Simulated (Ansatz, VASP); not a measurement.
## ZnCu in VASP and in Ansatz

File INCAR:

```
SYSTEM = ZnCu
ALGO = Fast ; EDIFF = 1E-7
ENCUT = 520 ; GGA = PS
ISIF = 2 ; ISMEAR = 0
LASPH = .TRUE. ; LCHARG = .FALSE.
LREAL = .FALSE. ; LWAVE = .FALSE.
NBANDS = 18 ; NELM = 100
PREC = Accurate ; SIGMA = 0.15
```

The input KPOINTS:

```
k-points
0
G
  18 18 18
  0 0 0
```

Contents of POSCAR:

```
ZnCu
1.0
    3.0651672725      0.5251137347      0.5251137347
    0.5251137347      3.0651672725      0.5251137347
    0.5251137347      0.5251137347      3.0651672725
Zn Cu
1 1
Direct
    0.5000000000      0.5000000000      0.5000000000
    0.0000000000      0.0000000000      0.0000000000
```

Input for Ansatz:

```yaml
crystal:
  lattice:
    - [3.0651672725, 0.5251137347, 0.5251137347]
    - [0.5251137347, 3.0651672725, 0.5251137347]
    - [0.5251137347, 0.5251137347, 3.0651672725]
  atoms:
    - { symbol: Zn, position: [0.5, 0.5, 0.5] }
    - { symbol: Cu, position: [0.0, 0.0, 0.0] }
basis:
  ecutwfc: 520.0
kpoints:
  mp_grid: { grid: [18, 18, 18] }
hamiltonian:
  xc: pbesol
  pseudopotentials: { kind: paw }
scf:
  occupations: { method: gaussian, width: 0.15 }
output:
  forces: true
  stress: true
  eigenvalues: true
```

Alike in both runs: task single point; functional PBEsol; k mesh 18 × 18 × 18; occupations gaussian, width 0.15 eV; no spin polarisation.

|  | VASP | Ansatz |
| --- | --- | --- |
| version | VASP 6.6.1 | Ansatz 0.2.0 |
| potentials or method | VASP PAW PBE potentials, release 64 (Zn, Cu), cutoff 520 eV | scalar-relativistic, plane waves, PAW |
| valence electrons in the cell | 23 | 31 |

Ansatz gave:

```
gap on the k mesh at the Fermi level (eV)                     : none
pressure (GPa)                                                : 5.8
traceless stress, the component that is largest in VASP (GPa) : -4.04
```

Task: What did VASP give for the same quantities?

Result: gap on the k mesh at the Fermi level (eV): none; pressure (GPa): 6.5; traceless stress, the component that is largest in VASP (GPa): -4.09.

VASP's potentials were made for PBE, not for PBEsol. A gap of «none» marks a metal or a gap that the smearing closes. VASP's potentials hold 23 valence electrons a cell and Ansatz's 31, so a difference there can come from the potentials and not from the codes.
